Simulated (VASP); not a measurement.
# Zr (Ia-3d) in VASP: relaxation of cell and atoms with PBE

Aim: the relaxation of cell and atoms of Zr with PBE.

Program: VASP 6.6.1. These are calculated values, not measurements. Logs are shortened: lines on timing, memory, paths and dates and some standing lists are left out, and cuts for length are marked.

**1. The cell of the first run**

The structure is cubic, space group Ia-3d (No. 230). Conventional cell: a = 7.434 Å, b = 7.434 Å, c = 7.434 Å, α = 90.00°, β = 90.00°, γ = 90.00°. Within 3.5 Å of Zr (site symmetry 32) lie 5 Zr at 2.63 to 3.22 Å.

**2. Relaxation of cell and atoms, PBE**

Input file INCAR:

```
ALGO = Normal
EDIFF = 1E-7
EDIFFG = -0.01
ENCUT = 500
GGA = PE
GGA_COMPAT = False
IBRION = 2
ISIF = 3
ISMEAR = 0
LASPH = True
LCHARG = False
LREAL = False
LWAVE = False
NELM = 120
NELMIN = 4
NSW = 100
PREC = Accurate
SIGMA = 0.1
```

Input file KPOINTS:

```
k-points
0
Gamma
  8 8 8
```

Input file POSCAR:

```
Zr
1.0
   -3.7170639958      3.7170639958      3.7170639958
    3.7170639958     -3.7170639958      3.7170639958
    3.7170639958      3.7170639958     -3.7170639958
Zr
8
Direct
    0.2500000000      0.2500000000      0.2500000000
    0.5000000000      0.0000000000      0.2500000000
    0.2500000000      0.5000000000      0.0000000000
    0.0000000000      0.2500000000      0.5000000000
    0.7500000000      0.7500000000      0.7500000000
    0.5000000000      0.0000000000      0.7500000000
    0.7500000000      0.5000000000      0.0000000000
    0.0000000000      0.7500000000      0.5000000000
```

Potentials or basis: VASP PAW PBE potentials, release 64 (Zr_sv).

Run with:

```
> cat potpaw_PBE.64/Zr_sv/POTCAR > POTCAR
> mpirun -np 1 vasp_std > vasp.out
```

OUTCAR:

```text
EDIFF = 1E-7
   EDIFFG = -0.01
   ENCUT = 500
   GGA = PE
   IBRION = 2
   ISIF = 3
   ISMEAR = 0
   LASPH = True
   LREAL = False
   NELM = 120
   NELMIN = 4
   NSW = 100
   PREC = Accurate

 ion  position               nearest neighbor table
   1  0.250  0.250  0.250-   2 2.63   3 2.63   4 2.63   5 3.22   5 3.22
   2  0.500  0.000  0.250-   1 2.63   4 2.63   3 2.63   6 3.22   6 3.22
   3  0.250  0.500  0.000-   1 2.63   2 2.63   4 2.63   7 3.22   7 3.22
   4  0.000  0.250  0.500-   1 2.63   3 2.63   2 2.63   8 3.22   8 3.22
   5  0.750  0.750  0.750-   6 2.63   7 2.63   8 2.63   1 3.22   1 3.22
   6  0.500  0.000  0.750-   5 2.63   7 2.63   8 2.63   2 3.22   2 3.22
   7  0.750  0.500  0.000-   5 2.63   8 2.63   6 2.63   3 3.22   3 3.22
   8  0.000  0.750  0.500-   5 2.63   6 2.63   7 2.63   4 3.22   4 3.22

  LATTYP: Found a body centered cubic cell.
 ALAT       =     7.4341279916

  Lattice vectors:

 A1 = (  -3.7170639958,   3.7170639958,   3.7170639958)
 A2 = (   3.7170639958,  -3.7170639958,   3.7170639958)
 A3 = (   3.7170639958,   3.7170639958,  -3.7170639958)

Analysis of symmetry for initial positions (statically):
=====================================================================
 Subroutine PRICEL returns:
 Original cell was already a primitive cell.

 Routine SETGRP: Setting up the symmetry group for a
 body centered cubic supercell.

 Subroutine GETGRP returns: Found 48 space group operations
 (whereof  6 operations were pure point group operations)
 out of a pool of 48 trial point group operations.

The static configuration has the point symmetry S_6 .
 The point group associated with its full space group is O_h .

Analysis of symmetry for dynamics (positions and initial velocities):
=====================================================================
 Subroutine PRICEL returns:
 Original cell was already a primitive cell.

 Routine SETGRP: Setting up the symmetry group for a
 body centered cubic supercell.

 Subroutine GETGRP returns: Found 48 space group operations
 (whereof  6 operations were pure point group operations)
 out of a pool of 48 trial point group operations.

The dynamic configuration has the point symmetry S_6 .
 The point group associated with its full space group is O_h .

 Subroutine INISYM returns: Found 48 space group operations
 (whereof  6 operations are pure point group operations),
 and found     1 'primitive' translations

----------------------------------------------------------------------------------------

                                     Primitive cell

  volume of cell :     205.4282

  direct lattice vectors                    reciprocal lattice vectors
    -3.717063996  3.717063996  3.717063996     0.000000000  0.134514768  0.134514768
     3.717063996 -3.717063996  3.717063996     0.134514768  0.000000000  0.134514768
     3.717063996  3.717063996 -3.717063996     0.134514768  0.134514768  0.000000000

  length of vectors
     6.438143696  6.438143696  6.438143696     0.190232609  0.190232609  0.190232609

  position of ions in fractional coordinates (direct lattice)
     0.250000000  0.250000000  0.250000000
     0.500000000  0.000000000  0.250000000
     0.250000000  0.500000000  0.000000000
     0.000000000  0.250000000  0.500000000
     0.750000000  0.750000000  0.750000000
     0.500000000  0.000000000  0.750000000
     0.750000000  0.500000000  0.000000000
     0.000000000  0.750000000  0.500000000

  ion indices of the primitive-cell ions
   primitive index   ion index
                 1           1
                 2           2
                 3           3
                 4           4
                 5           5
                 6           6
                 7           7
[... 85 lines left out ...]
   NUPDOWN=      -1.0000    fix difference up-down
   EMIN   =  10.00;   EMAX   =-10.00  energy-range for DOS
   EFERMI =   0.00;   METHOD = LEGACY
   ISMEAR =     0;   SIGMA  =   0.10  broadening in eV -4-tet -1-fermi 0-gaus
   EFERMI_NEDOS =   21; number of points for ismear=-14 and -15
   IALGO  =     38    algorithm
   IMIX   =      4    mixing-type and parameters
     AMIX     =   0.40;   BMIX     =  1.00
     AMIX_MAG =   1.60;   BMIX_MAG =  1.00
  volume/ion in A,a.u.               =      25.68       173.29
  Fermi-wavevector in a.u.,A,eV,Ry     =   1.270414  2.400734 21.959140  1.613951
  Thomas-Fermi vector in A             =   2.403402
   LORBIT       =      0    0 simple, 1 ext, 2 COOP (PROOUT), +10 PAW based schemes
   GGA     = PE    functional components
   LHFCALC =     F    Hartree Fock is set to
   AEXX    =    0.0000 exact exchange contribution
   IVDW    =     0    specifies the selected vdW correction
   LEPSILON=     F    determine dielectric tensor
   LRPA    =     F    only Hartree local field effects (RPA)
 conjugate gradient relaxation of ions
 non-spin polarized calculation
 Gauss-broadening in eV      SIGMA  =   0.10
  energy-cutoff  :      500.00
  volume of cell :      205.43
 maximum number of plane-waves:      5258
   NGX = 23   NGY = 23   NGZ = 23

--------------------------------------- Ionic step        1  -------------------------------------------

 number of electron      96.0000001 magnetization

 Free energy of the ion-electron system (eV)
  ---------------------------------------------------
  ext. energy  EPLUGINS =         0.00000000
  ---------------------------------------------------
  free energy    TOTEN  =       -56.36624816 eV

  energy without entropy =      -56.26184057  energy(sigma->0) =      -56.31404437

------------------------ aborting loop because EDIFF is reached ----------------------------------------

  FORCE on cell =-STRESS in cart. coord.  units (eV):
  Direction    XX          YY          ZZ          XY          YZ          ZX
  --------------------------------------------------------------------------------------
  -------------------------------------------------------------------------------------
  Total        0.1245181      0.1245181      0.1245181      0.0000000      0.0000000      0.0000000
  in kB        0.9711421      0.9711421      0.9711421      0.0000000      0.0000000      0.0000000
  external PRESSURE =       0.9711421 kB  Pullay stress =       0.0000000 kB

 VOLUME and BASIS-vectors are now :
 -----------------------------------------------------------------------------
  energy-cutoff  :      500.00
  volume of cell :      205.43
      direct lattice vectors                 reciprocal lattice vectors
    -3.717063996  3.717063996  3.717063996     0.000000000  0.134514768  0.134514768
     3.717063996 -3.717063996  3.717063996     0.134514768  0.000000000  0.134514768
     3.717063996  3.717063996 -3.717063996     0.134514768  0.134514768  0.000000000

 POSITION                                       TOTAL-FORCE (eV/Angst)
 -----------------------------------------------------------------------------------
      0.92927      0.92927      0.92927        -0.000000      0.000000     -0.000000
     -0.92927      2.78780      0.92927        -0.000000      0.000000      0.000000
      0.92927     -0.92927      2.78780         0.000000     -0.000000     -0.000000
      2.78780      0.92927     -0.92927        -0.000000      0.000000      0.000000
      2.78780      2.78780      2.78780         0.000000     -0.000000     -0.000000
      0.92927      4.64633     -0.92927        -0.000000      0.000000     -0.000000
     -0.92927      0.92927      4.64633        -0.000000      0.000000      0.000000
      4.64633     -0.92927      0.92927        -0.000000     -0.000000      0.000000
 -----------------------------------------------------------------------------------
    total drift:                               -0.000000     -0.000000      0.000000

  FREE ENERGIE OF THE ION-ELECTRON SYSTEM (eV)
  ---------------------------------------------------
  free  energy   TOTEN  =       -56.3662481600 eV

  energy  without entropy=      -56.2618405733  energy(sigma->0) =      -56.31404437

--------------------------------------- Ionic step        2  -------------------------------------------

 number of electron      96.0000002 magnetization

 Free energy of the ion-electron system (eV)
  ---------------------------------------------------
  ext. energy  EPLUGINS =         0.00000000
  ---------------------------------------------------
  free energy    TOTEN  =       -56.36635751 eV

  energy without entropy =      -56.26171648  energy(sigma->0) =      -56.31403700

 E-fermi :   7.4830     XC(G=0): -10.4712

 val. band max:        7.4769978705   @ k =  -0.3750   0.5000   0.1250
 cond. band min:       7.4860609008   @ k =  -0.2500   0.2500   0.2500
 fundamental gap:      0.0090630303
 Fermi energy:         7.4829773967

 k-point     1 :       0.0000    0.0000    0.0000
  band No.  band energies     occupation
      1     -41.3458      2.00000
      2     -41.2958      2.00000
      3     -40.9568      2.00000
      4     -40.9568      2.00000
      5     -40.9568      2.00000
      6     -40.9160      2.00000
[... 1429 lines left out ...]
     56       8.8435      0.00000
     57       8.8699      0.00000

 [... further k-points ...]
[... 5 lines left out ...]
  --------------------------------------------------------------------------------------
  -------------------------------------------------------------------------------------
  Total       -0.0361869     -0.0361869     -0.0361869      0.0000000      0.0000000      0.0000000
  in kB       -0.2815944     -0.2815944     -0.2815944      0.0000000      0.0000000      0.0000000
  external PRESSURE =      -0.2815944 kB  Pullay stress =       0.0000000 kB

 VOLUME and BASIS-vectors are now :
 -----------------------------------------------------------------------------
  energy-cutoff  :      500.00
  volume of cell :      205.89
      direct lattice vectors                 reciprocal lattice vectors
    -3.719855084  3.719855084  3.719855084     0.000000000  0.134413838  0.134413838
     3.719855084 -3.719855084  3.719855084     0.134413838  0.000000000  0.134413838
     3.719855084  3.719855084 -3.719855084     0.134413838  0.134413838  0.000000000

 POSITION                                       TOTAL-FORCE (eV/Angst)
 -----------------------------------------------------------------------------------
      0.92996      0.92996      0.92996         0.000000      0.000000      0.000000
     -0.92996      2.78989      0.92996         0.000000     -0.000000      0.000000
      0.92996     -0.92996      2.78989        -0.000000      0.000000      0.000000
      2.78989      0.92996     -0.92996        -0.000000     -0.000000     -0.000000
      2.78989      2.78989      2.78989        -0.000000     -0.000000     -0.000000
      4.64982      0.92996      2.78989        -0.000000      0.000000     -0.000000
     -0.92996      0.92996      4.64982         0.000000      0.000000     -0.000000
      0.92996      2.78989      4.64982         0.000000      0.000000      0.000000
 -----------------------------------------------------------------------------------
    total drift:                               -0.000000     -0.000000      0.000000

  FREE ENERGIE OF THE ION-ELECTRON SYSTEM (eV)
  ---------------------------------------------------
  free  energy   TOTEN  =       -56.3663575112 eV

  energy  without entropy=      -56.2617164791  energy(sigma->0) =      -56.31403700

 reached required accuracy - stopping structural energy minimisation
```

Wall time 13 min (1 thread of Oxide Virtual Turin-like, shared host); peak memory 0.42 GiB.

Results:

| Item | Value |
| --- | --- |
| Free energy | -56.3664 eV |
| Relaxed volume | 25.74 Å³/atom |
| Relaxed cell | a = 6.443 Å, b = 6.443 Å, c = 6.443 Å, α = 109.47°, β = 109.47°, γ = 109.47° |
| Space group after relaxing (to 0.1 Å) | Ia-3d (No. 230) |
| Energy gained by relaxing | 0.0 meV/atom |
| Ionic steps | 2 |
| Pressure after relaxing | 0.0 GPa |
| Band gap on the k mesh | zero (bands 48 and 49 overlap by 0.33 eV) |

Step by step:
| step | energy change (eV) | largest force (eV/Å) | pressure (GPa) | volume (Å³) |
| --- | --- | --- | --- | --- |
| 1 | 0.0000 | 0.0000 | 0.10 | 205.43 |
| 2 | -0.0001 | 0.0000 | -0.03 | 205.89 |

Final structure:
```
Zr
1.0
    -3.71986    3.71986    3.71986
     3.71986   -3.71986    3.71986
     3.71986    3.71986   -3.71986
Zr
8
Direct
  0.25000 0.25000 0.25000
  0.50000 0.00000 0.25000
  0.25000 0.50000 0.00000
  0.00000 0.25000 0.50000
  0.75000 0.75000 0.75000
  0.50000 0.00000 0.75000
  0.75000 0.50000 0.00000
  0.00000 0.75000 0.50000
```
